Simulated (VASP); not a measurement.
# Al3Ni5 (Amm2) in VASP: notebook

The runs below take Al3Ni5 through single point, with PBEsol.

Everything below comes from runs of VASP 6.6.1. Logs are shortened: lines on timing, memory, paths and dates and some standing lists are left out, and cuts for length are marked.

### Step 1. The cell of the first run

The structure is orthorhombic, space group Amm2 (No. 38). The conventional cell has a = 3.720 Å, b = 6.587 Å, c = 7.384 Å, α = 90.00°, β = 90.00°, γ = 90.00°. Within 3.1 Å of Al (site symmetry mm2) lie 8 Ni at 2.38 to 2.51 Å and 4 Al at 2.68 to 2.89 Å. Al (site symmetry mm2) has 10 Ni at 2.39 to 2.61 Å and 5 Al at 2.68 to 3.32 Å within 3.4 Å. Al (site symmetry mm2) has 10 Ni at 2.38 to 2.56 Å and 5 Al at 2.89 to 3.32 Å within 3.4 Å. Within 3.5 Å of Ni (site symmetry mm2) lie 7 Al at 2.39 to 3.42 Å and 8 Ni at 2.48 to 2.61 Å. Within 3.2 Å of Ni (site symmetry m) lie 6 Al at 2.38 to 2.61 Å and 7 Ni at 2.48 to 2.95 Å. Within 3.1 Å of Ni (site symmetry m) lie 6 Al at 2.38 to 2.56 Å and 7 Ni at 2.61 to 2.95 Å.

### Step 2. Single point, PBEsol (atoms displaced along a vibrational mode)

Contents of INCAR:

```
PREC = Accurate
ENCUT = 520
EDIFF = 1E-6
ISMEAR = 0
SIGMA = 0.15
LREAL = False
LASPH = True
NELM = 80
ALGO = Fast
ISIF = 2
LWAVE = False
LCHARG = False
GGA = PS
NBANDS = 40
```

Contents of KPOINTS:

```
Automatic mesh
0
Gamma
  8 8 10
```

Contents of POSCAR:

```
Al3Ni5
1.0
    3.2933322733     -3.6919375996      0.0000000000
    3.2933322733      3.6919375996      0.0000000000
    0.0000000000      0.0000000000      3.7203545688
Al Ni
3 5
Direct
    0.5182083939      0.4817916061      0.0000000000
    0.7787032817      0.2212967183      0.5000000000
    0.2193255241      0.7806744759      0.5000000000
   -0.0182536480      0.0182536480      0.0000000000
    0.0287692462      0.5241112295      0.0000000000
    0.4758887705     -0.0287692462      0.0000000000
    0.2793029770      0.2731716370      0.5000000000
    0.7268283630      0.7206970230      0.5000000000
```

Potentials or basis: VASP PAW PBE potentials, release 64 (Al, Ni).

On the command line:

```bash
$ cat potpaw_PBE.64/Al/POTCAR potpaw_PBE.64/Ni/POTCAR > POTCAR
$ mpirun -np 1 vasp_std > vasp.out
```

OUTCAR:

```text
PREC = Accurate
   ENCUT = 520
   EDIFF = 1E-6
   ISMEAR = 0
   LREAL = False
   LASPH = True
   NELM = 80
   ISIF = 2
   GGA = PS

 ion  position               nearest neighbor table
   1  0.518  0.482  0.000-   7 2.38   8 2.38   7 2.38   8 2.38   5 2.45   6 2.45   5 2.51   6 2.51
                             2 2.68   2 2.68   3 2.89   3 2.89
   2  0.779  0.221  0.500-   4 2.39   4 2.39   7 2.46   8 2.46   7 2.51   8 2.51   5 2.61   5 2.61
                             6 2.61   6 2.61   1 2.68   1 2.68   3 3.25   3 3.32   3 3.32
   3  0.219  0.781  0.500-   5 2.38   6 2.38   5 2.38   6 2.38   7 2.42   8 2.42   4 2.56   4 2.56
                             8 2.56   7 2.56   1 2.89   1 2.89   2 3.25   2 3.32   2 3.32
   4  0.982  0.018  0.000-   2 2.39   2 2.39   6 2.48   5 2.48   5 2.49   6 2.49   3 2.56   3 2.56
                             8 2.61   7 2.61   8 2.61   7 2.61
   5  0.029  0.524  0.000-   3 2.38   3 2.38   1 2.45   4 2.48   4 2.49   1 2.51   2 2.61   2 2.61
                             7 2.62   7 2.62   8 2.64   8 2.64   6 2.95
   6  0.476  0.971  0.000-   3 2.38   3 2.38   1 2.45   4 2.48   4 2.49   1 2.51   2 2.61   2 2.61
                             8 2.62   8 2.62   7 2.64   7 2.64   5 2.95
   7  0.279  0.273  0.500-   1 2.38   1 2.38   3 2.42   2 2.46   2 2.51   3 2.56   4 2.61   4 2.61
                             5 2.62   5 2.62   6 2.64   6 2.64   8 2.95
   8  0.727  0.721  0.500-   1 2.38   1 2.38   3 2.42   2 2.46   2 2.51   3 2.56   4 2.61   4 2.61
                             6 2.62   6 2.62   5 2.64   5 2.64   7 2.95

  LATTYP: Found a base centered orthorhombic cell.
 ALAT       =     6.5866645466
 B/A-ratio  =     1.1210340449
 C/A-ratio  =     0.5648313410

  Lattice vectors:

 A1 = (   3.2933322733,  -3.6919375996,   0.0000000000)
 A2 = (   3.2933322733,   3.6919375996,   0.0000000000)
 A3 = (   0.0000000000,   0.0000000000,   3.7203545688)

Analysis of symmetry for initial positions (statically):
=====================================================================
 Subroutine PRICEL returns:
 Original cell was already a primitive cell.

 Routine SETGRP: Setting up the symmetry group for a
 base centered orthorhombic supercell.

 Subroutine GETGRP returns: Found  4 space group operations
 (whereof  4 operations were pure point group operations)
 out of a pool of  8 trial point group operations.

The static configuration has the point symmetry C_2v.

Analysis of symmetry for dynamics (positions and initial velocities):
=====================================================================
 Subroutine PRICEL returns:
 Original cell was already a primitive cell.

 Routine SETGRP: Setting up the symmetry group for a
 base centered orthorhombic supercell.

 Subroutine GETGRP returns: Found  4 space group operations
 (whereof  4 operations were pure point group operations)
 out of a pool of  8 trial point group operations.

The dynamic configuration has the point symmetry C_2v.

 Subroutine INISYM returns: Found  4 space group operations
 (whereof  4 operations are pure point group operations),
 and found     1 'primitive' translations

----------------------------------------------------------------------------------------

                                     Primitive cell

  volume of cell :      90.4699

  direct lattice vectors                    reciprocal lattice vectors
     3.293332273 -3.691937600  0.000000000     0.151821911 -0.135430241  0.000000000
     3.293332273  3.691937600  0.000000000     0.151821911  0.135430241  0.000000000
     0.000000000  0.000000000  3.720354569     0.000000000  0.000000000  0.268791585

  length of vectors
     4.947367047  4.947367047  3.720354569     0.203448379  0.203448379  0.268791585

  position of ions in fractional coordinates (direct lattice)
     0.518208394  0.481791606  0.000000000
     0.778703282  0.221296718  0.500000000
     0.219325524  0.780674476  0.500000000
     0.981746352  0.018253648  0.000000000
     0.028769246  0.524111230  0.000000000
     0.475888770  0.971230754  0.000000000
     0.279302977  0.273171637  0.500000000
     0.726828363  0.720697023  0.500000000

  ion indices of the primitive-cell ions
   primitive index   ion index
                 1           1
                 2           2
                 3           3
                 4           4
                 5           5
                 6           6
                 7           7
                 8           8

----------------------------------------------------------------------------------------

 KPOINTS: Automatic mesh

Automatic generation of k-mesh.
 Grid dimensions read from file:
 generate k-points for:    8    8   10

 Generating k-lattice:

  Cartesian coordinates                     Fractional coordinates (reciprocal lattice)
     0.018977739 -0.016928780  0.000000000     0.125000000  0.000000000  0.000000000
     0.018977739  0.016928780  0.000000000     0.000000000  0.125000000  0.000000000
     0.000000000  0.000000000  0.026879158     0.000000000  0.000000000  0.100000000

  Length of vectors
     0.025431047  0.025431047  0.026879158

  Shift w.r.t. Gamma in fractional coordinates (k-lattice)
     0.000000000  0.000000000  0.000000000

 Subroutine IBZKPT returns following result:
 ===========================================

 Found    126 irreducible k-points:

 Following reciprocal coordinates:
            Coordinates               Weight
  0.000000  0.000000  0.000000      1.000000
  0.125000  0.000000  0.000000      4.000000
  0.250000  0.000000  0.000000      4.000000
  0.375000  0.000000  0.000000      4.000000
  0.500000  0.000000  0.000000      2.000000
  0.125000  0.125000  0.000000      2.000000
[... 16 lines left out ...]
  0.125000  0.000000  0.100000      8.000000
  0.250000  0.000000  0.100000      8.000000
 [... further k-points ...]
   k-points           NKPTS =    126   k-points in BZ     NKDIM =    126   number of bands    NBANDS=     40
   number of dos      NEDOS =    301   number of ions     NIONS =      8
   total plane-waves  NPLWV =  44800
   dimension x,y,z NGX =    40 NGY =   40 NGZ =   28
   dimension x,y,z NGXF=    80 NGYF=   80 NGZF=   56
   ions per type =               3   5
   NGX,Y,Z   is equivalent  to a cutoff of  13.44, 13.44, 12.51 a.u.
   NGXF,Y,Z  is equivalent  to a cutoff of  26.88, 26.88, 25.02 a.u.
 SYSTEM =  unknown system
   PREC   = accura    normal or accurate (medium, high low for compatibility)
   ISTART =      0    job   : 0-new  1-cont  2-samecut
   ICHARG =      2    charge: 1-file 2-atom 10-const
   ISPIN  =      1    spin polarized calculation?
   LNONCOLLINEAR =      F non collinear calculations
   LSORBIT =      F    spin-orbit coupling
   LASPH  =      T    aspherical Exc in radial PAW
   ENCUT  =  520.0 eV  38.22 Ry    6.18 a.u.   9.20  9.20  6.92*2*pi/ulx,y,z
   NELM   =     80;   NELMIN=  2; NELMDL= -5     # of ELM steps
   EDIFF  = 0.1E-05   stopping-criterion for ELM
   LREAL  =      F    real-space projection
   EDIFFG = 0.1E-04   stopping-criterion for IOM
   NSW    =      0    number of steps for IOM
   IBRION =     -1    ionic relax: 0-MD 1-quasi-New 2-CG
   NFREE  =      0    steps in history (QN), initial steepest desc. (CG)
   ISIF   =      2    stress and relaxation
   ISYM   =      2    0-nonsym 1-usesym 2-fastsym
   POTIM  = 0.5000    time-step for ionic-motion
   TEBEG  =    0.0;   TEEND  =   0.0 temperature during run
   PSTRESS=    0.0 pullay stress
   NELECT =      59.0000    total number of electrons
   NUPDOWN=      -1.0000    fix difference up-down
   EMIN   =  10.00;   EMAX   =-10.00  energy-range for DOS
   EFERMI =   0.00;   METHOD = LEGACY
   ISMEAR =     0;   SIGMA  =   0.15  broadening in eV -4-tet -1-fermi 0-gaus
   EFERMI_NEDOS =   21; number of points for ismear=-14 and -15
   IALGO  =     68    algorithm
   IMIX   =      4    mixing-type and parameters
     AMIX     =   0.40;   BMIX     =  1.00
     AMIX_MAG =   1.60;   BMIX_MAG =  1.00
  volume/ion in A,a.u.               =      11.31        76.32
  Fermi-wavevector in a.u.,A,eV,Ry     =   1.419681  2.682808 27.422461  2.015494
  Thomas-Fermi vector in A             =   2.540676
   LORBIT       =      0    0 simple, 1 ext, 2 COOP (PROOUT), +10 PAW based schemes
   GGA     = PS    functional components
   LHFCALC =     F    Hartree Fock is set to
   AEXX    =    0.0000 exact exchange contribution
   IVDW    =     0    specifies the selected vdW correction
   LEPSILON=     F    determine dielectric tensor
   LRPA    =     F    only Hartree local field effects (RPA)
 non-spin polarized calculation
 RMM-DIIS sequential band-by-band and
 Gauss-broadening in eV      SIGMA  =   0.15
  energy-cutoff  :      520.00
  volume of cell :       90.47
 maximum number of plane-waves:      2461
 NGX is ok and might be reduce to    40
   NGX = 19   NGY = 19   NGZ = 13

 number of electron      58.9999964 magnetization

 Free energy of the ion-electron system (eV)
  ---------------------------------------------------
  ext. energy  EPLUGINS =         0.00000000
  ---------------------------------------------------
  free energy    TOTEN  =       -47.47264704 eV

  energy without entropy =      -47.42839297  energy(sigma->0) =      -47.45052001

 E-fermi :  10.0434     XC(G=0): -12.6246

 val. band max:       10.0432691358   @ k =   0.3750   0.3750   0.3000
 cond. band min:      10.0516004276   @ k =   0.5000   0.3750   0.5000
 fundamental gap:      0.0083312918
 Fermi energy:        10.0434071202

 k-point     1 :       0.0000    0.0000    0.0000
  band No.  band energies     occupation
      1      -0.8173      2.00000
      2       3.9044      2.00000
      3       4.1313      2.00000
      4       4.9927      2.00000
      5       5.6239      2.00000
      6       5.7520      2.00000
[... 32 lines left out ...]
     39      16.9916      0.00000
     40      17.1433      0.00000

 k-point     2 :       0.1250    0.0000    0.0000
  band No.  band energies     occupation
      1      -0.7190      2.00000
      2       3.3716      2.00000
      3       4.3031      2.00000
      4       5.0113      2.00000
      5       5.5655      2.00000
      6       5.9958      2.00000
[... 32 lines left out ...]
     39      17.1647      0.00000
     40      17.3884      0.00000

 k-point     3 :       0.2500    0.0000    0.0000
  band No.  band energies     occupation
      1      -0.4274      2.00000
      2       2.4819      2.00000
      3       4.4917      2.00000
      4       5.1037      2.00000
      5       5.6030      2.00000
      6       6.0369      2.00000
[... 32 lines left out ...]
     39      17.4202      0.00000
     40      18.1442      0.00000

 k-point     4 :       0.3750    0.0000    0.0000
  band No.  band energies     occupation
      1       0.0426      2.00000
      2       1.5847      2.00000
      3       4.7319      2.00000
      4       5.1697      2.00000
      5       5.5549      2.00000
      6       6.0699      2.00000
[... 32 lines left out ...]
     39      17.2924      0.00000
     40      17.5977      0.00000
[... 772 lines left out ...]
     39      16.7951      0.00000
     40      16.9512      0.00000

 k-point    23 :       0.1250    0.0000    0.1000
  band No.  band energies     occupation
      1      -0.6087      2.00000
      2       3.4376      2.00000
      3       4.3422      2.00000
      4       5.0766      2.00000
      5       5.5657      2.00000
      6       6.0502      2.00000
[... 32 lines left out ...]
     39      17.2663      0.00000
     40      17.5860      0.00000

 k-point    24 :       0.2500    0.0000    0.1000
  band No.  band energies     occupation
      1      -0.3185      2.00000
      2       2.5690      2.00000
      3       4.5334      2.00000
      4       5.1572      2.00000
      5       5.6251      2.00000
      6       6.0539      2.00000
[... 32 lines left out ...]
     39      17.2824      0.00000
     40      17.5408      0.00000

 [... further k-points ...]

------------------------ aborting loop because EDIFF is reached ----------------------------------------

  FORCE on cell =-STRESS in cart. coord.  units (eV):
  Direction    XX          YY          ZZ          XY          YZ          ZX
  --------------------------------------------------------------------------------------
  -------------------------------------------------------------------------------------
  Total       -0.3374849      0.0910092      1.5194350      0.0000000      0.0000000      0.0000000
  in kB       -5.9766901      1.6117275     26.9084378      0.0000000      0.0000000      0.0000000
  external PRESSURE =       7.5144917 kB  Pullay stress =       0.0000000 kB

 VOLUME and BASIS-vectors are now :
 -----------------------------------------------------------------------------
  energy-cutoff  :      520.00
  volume of cell :       90.47
      direct lattice vectors                 reciprocal lattice vectors
     3.293332273 -3.691937600  0.000000000     0.151821911 -0.135430241  0.000000000
     3.293332273  3.691937600  0.000000000     0.151821911  0.135430241  0.000000000
     0.000000000  0.000000000  3.720354569     0.000000000  0.000000000  0.268791585

 POSITION                                       TOTAL-FORCE (eV/Angst)
 -----------------------------------------------------------------------------------
      3.29333     -0.13445      0.00000         0.000000      0.238143      0.000000
      3.29333     -2.05791      1.86018         0.000000     -0.063376      0.000000
      3.29333      2.07247      1.86018         0.000000      0.035464      0.000000
      3.29333     -3.55715      0.00000         0.000000     -0.482511      0.000000
      1.82082      1.82877      0.00000        -0.653913      0.050828      0.000000
      4.76585      1.82877      0.00000         0.653913      0.050828      0.000000
      1.81948     -0.02264      1.86018         0.001017      0.085312      0.000000
      4.76718     -0.02264      1.86018        -0.001017      0.085312      0.000000
 -----------------------------------------------------------------------------------
    total drift:                               -0.000000     -0.001439      0.000000

  FREE ENERGIE OF THE ION-ELECTRON SYSTEM (eV)
  ---------------------------------------------------
  free  energy   TOTEN  =       -47.4726470420 eV

  energy  without entropy=      -47.4283929704  energy(sigma->0) =      -47.45052001
```

It took 4 min on 1 thread of Intel Xeon 6975P-C (Granite Rapids), shared host; peak memory 0.44 GiB.

Results:

| Quantity | Value |
| --- | --- |
| Free energy | -47.4726 eV |
| Pressure | 0.8 GPa |
| Largest force | 0.656 eV/Å |
| Band gap on the k mesh | zero (an odd number of electrons rules out a gap without spin polarisation) |

Forces in eV/Å, atoms in the order of the input:
```
Al   0.000  0.238  0.000
Al   0.000 -0.063  0.000
Al   0.000  0.035  0.000
Ni   0.000 -0.483  0.000
Ni  -0.654  0.051  0.000
Ni   0.654  0.051  0.000
Ni   0.001  0.085  0.000
Ni  -0.001  0.085  0.000
```

Stress tensor (GPa, compression positive):
```
-0.60  0.00  0.00
 0.00  0.16  0.00
 0.00  0.00  2.69
```

Caveat: the cell differs from its parent crystal (atoms displaced along a vibrational mode); the PAW data sets were made with another functional, which shifts forces and pressure a little.

(Part 1 of 2 ends here.)
